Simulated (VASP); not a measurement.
Set up this calculation in VASP 6.6.1, as the native input.

| Property | Result |
| --- | --- |
| Task | single point |
| Functional | PBE |
| Potentials or basis | VASP PAW PBE potentials, release 64 (Ho_3, Au, F), 4f in core |
| Cutoff | 600 eV |
| k mesh | 3 × 3 × 3 |
| Occupations | gaussian, width 0.15 eV |
| Spin | no spin polarisation |
| Dipole correction | no |
| Further INCAR settings | ALGO = Normal; EDIFF = 1e-06; NBANDS = 33 |

The structure of HoAuF4 lies in POSCAR:

```
HoAuF4
1.0
   -2.7655644147      3.1768942279      2.8284624225
    2.7655644147     -3.1768942279      2.8284624225
    2.7655644147      3.1768942279     -2.8284624225
Ho Au F
1 1 4
Direct
    0.5000000000      0.5000000000      0.0000000000
    0.0000000000      0.5000000000      0.5000000000
    0.5446779475      0.9504196600      0.0565235765
    0.8938960835      0.4881543710      0.9434764235
    0.4553220525      0.5118456290      0.4057417125
    0.1061039165      0.0495803400      0.5942582875
```

The cell was generated, and may not be a known phase.

One way to write it, as run:

INCAR

```
SYSTEM = HoAuF4
PREC     = Accurate       ! precision mode
ENCUT    = 600            ! plane-wave cutoff, eV
EDIFF    = 1E-6           ! SCF threshold, eV
ISMEAR   = 0              ! smearing method
SIGMA    = 0.15           ! smearing width, eV
LREAL    = .FALSE.        ! projectors in reciprocal space
LASPH    = .TRUE.         ! aspherical terms in the spheres
NELM     = 200            ! most SCF steps
ALGO     = Normal         ! electronic algorithm
ISIF     = 2              ! what is computed and relaxed
LWAVE    = .FALSE.        ! write WAVECAR
LCHARG   = .FALSE.        ! write CHGCAR
GGA      = PE             ! functional
NBANDS   = 33             ! bands
GGA_COMPAT= .FALSE.      
LMAXMIX  = 6              ! l up to which the mixer works
```

KPOINTS

```
regular mesh
0
G
  3 3 3
  0 0 0
```

Potentials or basis: VASP PAW PBE potentials, release 64 (Ho_3, Au, F), 4f in core.

Command:

```sh
$ cat potpaw_PBE.64/Ho_3/POTCAR potpaw_PBE.64/Au/POTCAR potpaw_PBE.64/F/POTCAR > POTCAR
$ mpirun -np 1 vasp_std > vasp.out
```

It gave:

```
Pressure               : 1.0 GPa
Largest force          : 0.195 eV/Å
Band gap on the k mesh : 0.61 eV (least direct gap 1.36 eV)
```

Caveat: the k points lie up to 0.50 Å⁻¹ apart; spin-orbit coupling is left out, which moves the levels of the heavy elements; the 4f electrons are frozen in the core, so they carry no moment and show no levels.

It took 36 s on 1 thread of Intel(R) Xeon(R) Platinum 8559C (Emerald Rapids), with other jobs on the host, peak memory 0.26 GiB.
